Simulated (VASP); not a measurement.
Here is a VASP 6.6.1 calculation.

The input INCAR:

```
ALGO = Normal ; EDIFF = 1E-6
ENCUT = 520 ; GGA = PE
ISIF = 2 ; ISMEAR = -1
LASPH = True ; LCHARG = False
LREAL = False ; LWAVE = False
NBANDS = 50 ; NELM = 100
PREC = Accurate ; SIGMA = 0.02
```

KPOINTS

```
k-points
0
Gamma
  7 7 7
```

Contents of POSCAR:

```
HfSiO4
1.0
   -3.2862500000      3.2862500000      2.9816000000
    3.2862500000     -3.2862500000      2.9816000000
    3.2862500000      3.2862500000     -2.9816000000
Hf Si O
2 2 8
Direct
    0.7500000000      0.2500000000      0.5000000000
    0.0000000000      0.0000000000      0.0000000000
    0.2500000000      0.7500000000      0.5000000000
    0.5000000000      0.5000000000      0.0000000000
    0.1340001292      0.3192780734      0.8147220558
    0.0692780734      0.7545560176      0.6852779442
    0.5045560176      0.3192780734      0.1852779442
    0.0692780734      0.3840001292      0.3147220558
    0.6159998708      0.9307219266      0.6852779442
    0.6807219266      0.8659998708      0.1852779442
    0.2454439824      0.9307219266      0.3147220558
    0.6807219266      0.4954439824      0.8147220558
```

Potentials or basis: VASP PAW PBE potentials, release 64 (Hf_pv, Si, O).

Command:

```bash
$ cat potpaw_PBE.64/Hf_pv/POTCAR potpaw_PBE.64/Si/POTCAR potpaw_PBE.64/O/POTCAR > POTCAR
$ mpirun -np 1 vasp_std > vasp.out
```

Problem. What does it give for the pressure?

Solution. 5.3 GPa.

Problem. Predict the band gap on the k mesh.

Solution. 5.42 eV (least direct gap 5.80 eV).

Problem. What does it give for the largest force?

Solution. 0.196 eV/Å.

Stress tensor (GPa, compression positive):
```
4.94 0.00 0.00
0.00 4.94 0.00
0.00 0.00 6.00
```

Caveat: the cell stands under pressure; spin-orbit coupling is left out, which moves the levels of the heavy elements. A k mesh can miss the band edges.
